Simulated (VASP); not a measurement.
SrCl2, 3 atoms in the cell. The structure is trigonal, space group R3m (No. 160). The conventional cell has a = 4.176 Å, b = 4.176 Å, c = 18.413 Å, α = 90.00°, β = 90.00°, γ = 120.00°. Sr (site symmetry 3m) has 6 Cl at 2.92 Å within 3.8 Å. Cl (site symmetry 3m) has 3 Sr at 2.92 Å and 4 Cl at 3.29 to 3.73 Å within 3.8 Å. Cl (site symmetry 3m) has 3 Sr at 2.92 Å and 4 Cl at 3.29 to 3.73 Å within 3.8 Å. 

| Property | Result |
| --- | --- |
| Program | VASP 6.6.1 |
| Task | relaxation of cell and atoms |
| Functional | PBE |
| Dispersion | D4 |
| Potentials or basis | VASP PAW PBE potentials, release 64 (Sr_sv, Cl) |
| Cutoff | 600 eV |
| k mesh | 6 × 6 × 6 |
| Occupations | fermi-dirac, width 0.02 eV |
| Spin | no spin polarisation |
| Dipole correction | no |
| Further INCAR settings | ALGO = Normal; EDIFF = 1e-06; IBRION = 2; EDIFFG = -0.005; NSW = 80; ISIF = 3 |

Potentials or basis: VASP PAW PBE potentials, release 64 (Sr_sv, Cl).

Launch:

```console
$ cat potpaw_PBE.64/Sr_sv/POTCAR potpaw_PBE.64/Cl/POTCAR > POTCAR
$ mpirun -np 1 vasp_std > vasp.out
```

Hardware: 1 thread of Intel(R) Xeon(R) Platinum 8375C CPU @ 2.90GHz (Ice Lake) (shared host).

**Question.** Estimate the wall time of this run.

**Answer.** Wall time 38 min on 1 thread of Intel(R) Xeon(R) Platinum 8375C CPU @ 2.90GHz (Ice Lake), on a shared host, peak memory 0.44 GiB. Counts: scf iterations 182, k points 32, ion steps 34.
